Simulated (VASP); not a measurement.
Write the native input for VASP 6.6.1 that does the following.

```yaml
Task: single point
Functional: PBEsol
Potentials_or_basis: VASP PAW PBE potentials, release 64 (Pb_d, O)
Cutoff: 520 eV
k_mesh: 8 × 8 × 6
Occupations: gaussian, width 0.05 eV
Spin: no spin polarisation
Dipole_correction: no
Further_INCAR_settings: ALGO = Normal; EDIFF = 1e-06; NBANDS = 28
```

The structure of PbO lies in POSCAR:

```
PbO
1.0
    3.8154240000      0.0000000000      0.0000000000
    0.0000000000      4.1333760000      0.0000000000
    0.0000000000      0.0000000000      5.0220000000
Pb O
2 2
Direct
    0.0000000000      0.5000000000      0.2351000000
    0.5000000000      0.0000000000      0.7649000000
    0.0000000000      0.0000000000      0.0000000000
    0.5000000000      0.5000000000      0.0000000000
```

This cell differs from its parent crystal: strain -0.0400 x Voigt [1, -1, 0, 0, 0, 0].

One way to write it, as run:

INCAR

```
SYSTEM = PbO
PREC     = Accurate       ! precision mode
ENCUT    = 520            ! plane-wave cutoff, eV
EDIFF    = 1E-6           ! SCF threshold, eV
ISMEAR   = 0              ! smearing method
SIGMA    = 0.05           ! smearing width, eV
LREAL    = .False.        ! projectors in reciprocal space
LASPH    = .True.         ! aspherical terms in the spheres
NELM     = 100            ! most SCF steps
ALGO     = Normal         ! electronic algorithm
ISIF     = 2              ! what is computed and relaxed
LWAVE    = .False.        ! write WAVECAR
LCHARG   = .False.        ! write CHGCAR
GGA      = PS             ! functional
NBANDS   = 28             ! bands
```

KPOINTS

```
regular mesh
0
Gamma
  8 8 6
  0 0 0
```

Potentials or basis: VASP PAW PBE potentials, release 64 (Pb_d, O).

Run with:

```sh
$ cat potpaw_PBE.64/Pb_d/POTCAR potpaw_PBE.64/O/POTCAR > POTCAR
$ mpirun -np 1 vasp_std > vasp.out
```

It gave:

The pressure is 1.7 GPa, the largest force is 0.651 eV/Å and the band gap on the k mesh is 1.16 eV, indirect (least direct gap 2.28 eV).

Caveat: the cell differs from its parent crystal (strain -0.0400 x Voigt [1, -1, 0, 0, 0, 0]); the PAW data sets were made with another functional, which shifts forces and pressure a little; spin-orbit coupling is left out, which moves the levels of the heavy elements.

Wall time 88 s on 1 thread of AMD EPYC 9R45 96-Core Processor (Zen 5) (shared host), peak memory 0.28 GiB.
